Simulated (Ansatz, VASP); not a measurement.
## Sb in VASP and in Ansatz

Contents of INCAR:

```
PREC = Accurate
ENCUT = 520
EDIFF = 1E-8
ISMEAR = -1
SIGMA = 0.05
LREAL = False
LASPH = True
NELM = 80
ALGO = Normal
ISIF = 2
LWAVE = False
LCHARG = False
GGA = PS
LEFG = True
NBANDS = 8
```

File KPOINTS:

```
Automatic mesh
0
Gamma
  12 12 12
```

POSCAR

```
Sb
1.0
   -0.0461000000      2.2819500000      2.2819500000
    2.2819500000     -0.0461000000      2.2819500000
    2.2819500000      2.2819500000     -0.0461000000
Sb
1
Direct
    0.0000000000      0.0000000000      0.0000000000
```

Input for Ansatz:

```yaml
crystal:
  lattice:
    - [-0.0461, 2.28195, 2.28195]
    - [2.28195, -0.0461, 2.28195]
    - [2.28195, 2.28195, -0.0461]
  atoms:
    - { symbol: Sb, position: [0.0, 0.0, 0.0] }
kpoints:
  mp_grid: { grid: [12, 12, 12] }
scf:
  occupations: { method: fermi_dirac, width: 0.05 }
hamiltonian:
  xc: pbesol
  pseudopotentials: { kind: all_electron, datasets: crystal }
output:
  forces: true
  stress: true
  eigenvalues: true
  efg: { contact_densities: true }
```

Change from the starting cell: equal xy, yz and zx shear strains of -2 %, crystal datasets.

Alike in both runs: task electric field gradients; functional PBEsol; k mesh 12 × 12 × 12; occupations fermi-dirac, width 0.05 eV; no spin polarisation.

|  | VASP | Ansatz |
| --- | --- | --- |
| version | VASP 6.6.1 | Ansatz 0.2.0 |
| potentials or method | VASP PAW PBE potentials, release 64 (Sb), cutoff 520 eV | all-electron PAW with datasets made for the crystal, scalar-relativistic |

```csv
,VASP,Ansatz,Ansatz less VASP
pressure (GPa),5.5,5.5,-0.03
"traceless stress, the component that is largest in VASP (GPa)",0.29,0.26,-0.022
size of Vzz on the site where it differs most (V/Å²),1.3,2.3,+0.91
```

VASP's potentials were made for PBE, not for PBEsol. Ansatz ran all-electron here, and VASP with PAW potentials.

Spin-orbit coupling is off throughout.
